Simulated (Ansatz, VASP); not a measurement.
**One calculation of Te2Mo, two programs**

Contents of INCAR:

```
SYSTEM = Te2Mo
PREC = Accurate
ENCUT = 600
EDIFF = 1E-6
ISMEAR = 0
SIGMA = 0.1
LREAL = .FALSE.
LASPH = .TRUE.
NELM = 100
ALGO = Normal
ISIF = 3
LWAVE = .FALSE.
LCHARG = .FALSE.
GGA = PE
IBRION = 2
NSW = 90
EDIFFG = -0.04
```

File KPOINTS:

```
Automatic mesh
0
G
  3 3 3
  0 0 0
```

File POSCAR:

```
Te2Mo
1.0
    3.3748007500      1.9484421200      4.6724267300
   -3.3748007500      1.9484421200      4.6724267300
    0.0000000000     -3.8968842400      4.6724267300
Te Mo
4 2
Direct
    0.0000000000      0.0000000000      0.5000000000
    0.5000000000      0.0000000000      0.0000000000
    0.0000000000      0.5000000000      0.0000000000
    0.5000000000      0.5000000000      0.5000000000
    0.9014204800      0.9014204800      0.9014204800
    0.0985795200      0.0985795200      0.0985795200
```

Input for Ansatz:

```yaml
crystal:
  lattice:
    - [3.37480075, 1.94844212, 4.67242673]
    - [-3.37480075, 1.94844212, 4.67242673]
    - [0.0, -3.89688424, 4.67242673]
  atoms:
    - { symbol: Te, position: [0.0, 0.0, 0.5] }
    - { symbol: Te, position: [0.5, 0.0, 0.0] }
    - { symbol: Te, position: [0.0, 0.5, 0.0] }
    - { symbol: Te, position: [0.5, 0.5, 0.5] }
    - { symbol: Mo, position: [0.90142048, 0.90142048, 0.90142048] }
    - { symbol: Mo, position: [0.09857952, 0.09857952, 0.09857952] }
basis:
  ecutwfc: 420
kpoints:
  mp_grid: { grid: [3, 3, 3] }
hamiltonian:
  xc: pbe
scf:
  occupations: { method: gaussian, width: 0.1 }
  lower_state_search: "off"
output:
  forces: true
  stress: true
  eigenvalues: true
relax:
  adjacent_minimum: "off"
  f_tol: 0.04
  max_steps: 70
  cell: { stress_tol: 0.4 }
```

Alike in both runs: task relaxation of cell and atoms; functional PBE; k mesh 3 × 3 × 3; occupations gaussian, width 0.1 eV; no spin polarisation.

```csv
,VASP,Ansatz
version,VASP 6.6.1,Ansatz 0.2.0
potentials or method,"VASP PAW PBE potentials, release 64 (Te, Mo_sv), cutoff 600 eV","scalar-relativistic, plane waves, PAW"
valence electrons in the cell,52,92
```

```tsv
	VASP	Ansatz	Ansatz less VASP
gap on the k mesh at the Fermi level, each at its own relaxed structure (eV)	none	none	-
relaxed volume (Å³/atom)	31.61	31.67	+0.055
relaxed cell length with the largest relative difference (Å)	5.872	5.879	+0.0060
```

A gap of «none» marks a metal or a gap that the smearing closes. VASP's potentials hold 52 valence electrons a cell and Ansatz's 92, so a difference there can come from the potentials and not from the codes.

The k mesh is coarse, so the values compare programs but aren't converged. Spin-orbit coupling is off throughout.
